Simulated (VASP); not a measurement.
The system is Li2CaO2.

```
Li Ca O
1.0
     4.27273    0.00000    0.00000
     0.00000    4.27273    0.00000
     0.00000    0.00000    6.04255
Li Ca O
2 1 2
Cartesian
  0.0000 0.0000 0.0000
  2.1364 2.1364 3.0213
  0.0000 0.0000 3.0213
  2.1364 0.0000 4.5319
  0.0000 2.1364 1.5106
```

```yaml
Program: VASP 6.6.1
Task: relaxation of cell and atoms
Functional: PBE
Potentials_or_basis: VASP PAW PBE potentials, release 64 (Li_sv, Ca_sv, O)
Cutoff: 750 eV
k_mesh: 4 × 4 × 4
Occupations: gaussian, width 0.1 eV
Spin: no spin polarisation
```

At the start: pressure -11.8 GPa; volume 22.06 Å³/atom.

Task: Where does the relaxation end?

Result: Over 8 steps the energy falls by 516.8 meV/atom and the volume is 14.92 Å³/atom (-32.4 %); space group P-4m2 (No. 115, to 0.05 Å).

The path:
| step | energy change (eV) | largest force (eV/Å) | pressure (GPa) | volume (Å³) |
| --- | --- | --- | --- | --- |
| 1 | 0.0000 | 2.3127 | -11.81 | 110.31 |
| 2 | -2.0393 | 1.5049 | -8.42 | 86.33 |
| 3 | -2.5774 | 0.1937 | -0.20 | 73.13 |
| 4 | -2.5780 | 0.0998 | 0.44 | 72.49 |
| 5 | -2.5801 | 0.0623 | 0.46 | 72.75 |
| 6 | -2.5829 | 0.0302 | 0.50 | 73.39 |
| 7 | -2.5831 | 0.0620 | 0.51 | 73.62 |
| 8 | -2.5838 | 0.0316 | -0.28 | 74.60 |

Final structure:
```yaml
crystal:
  lattice:
    - [3.73826, 0.00000, 0.00000]
    - [0.00000, 3.73826, 0.00000]
    - [0.00000, 0.00000, 5.33849]
  atoms:
    - { symbol: Li, position: [0.00000, 0.00000, 0.00000] }
    - { symbol: Li, position: [0.50000, 0.50000, 0.50000] }
    - { symbol: Ca, position: [0.00000, 0.00000, 0.50000] }
    - { symbol: O, position: [0.50000, 0.00000, 0.71249] }
    - { symbol: O, position: [0.00000, 0.50000, 0.28751] }
```

Caveat: the volume moved by over 15 % at a fixed basis, so the end points are rough.
